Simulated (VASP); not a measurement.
Set up this calculation in VASP 6.6.1, as the native input.

```yaml
Task: single point
Functional: PBE
Potentials_or_basis: VASP PAW PBE potentials, release 64 (As)
Cutoff: 520 eV
k_mesh: 9 × 9 × 1
Occupations: gaussian, width 0.02 eV
Spin: no spin polarisation
Dipole_correction: yes
Further_INCAR_settings: ALGO = Normal; EDIFF = 1e-07; NBANDS = 12
```

The structure of As lies in POSCAR:

```
As
1.0
    3.3810000000      0.0000000000      0.0000000000
   -1.6905000000      2.9280318902      0.0000000000
    0.0000000000      0.0000000000     28.0000000000
As
2
Direct
    0.3333333333      0.6666666667      0.5212857143
    0.6666666667      0.3333333333      0.4787142857
```

These files were run (other wordings do the same):

INCAR

```
SYSTEM = As
  PREC = Accurate
  ENCUT = 520
  EDIFF = 1E-7
  ISMEAR = 0
  SIGMA = 0.02
  LREAL = .False.
  LASPH = .True.
  NELM = 80
  ALGO = Normal
  ISIF = 2
  LWAVE = .False.
  LCHARG = .True.
  LDIPOL = .True.
  IDIPOL = 3
  DIPOL = 0.5 0.5 0.500
  GGA = PE
  LELF = .True.
  LVHAR = .True.
  LVACPOTAV = .True.
  NBANDS = 12
```

KPOINTS

```
Automatic mesh
0
Gamma
  9 9 1
  0 0 0
```

Potentials or basis: VASP PAW PBE potentials, release 64 (As).

Run with:

```sh
$ cat potpaw_PBE.64/As/POTCAR > POTCAR
$ mpirun -np 1 vasp_std > vasp.out
```

It gave:

```
Largest force                          : 4.637 eV/Å
Band gap on the k mesh                 : 1.66 eV, indirect (least direct gap 2.04 eV)
Ionisation potential of the upper face : 5.72 eV
```

Wall time 2.1 min on 1 thread of Intel(R) Xeon(R) Platinum 8488C (Sapphire Rapids), with other jobs on the host, peak memory 0.38 GiB.
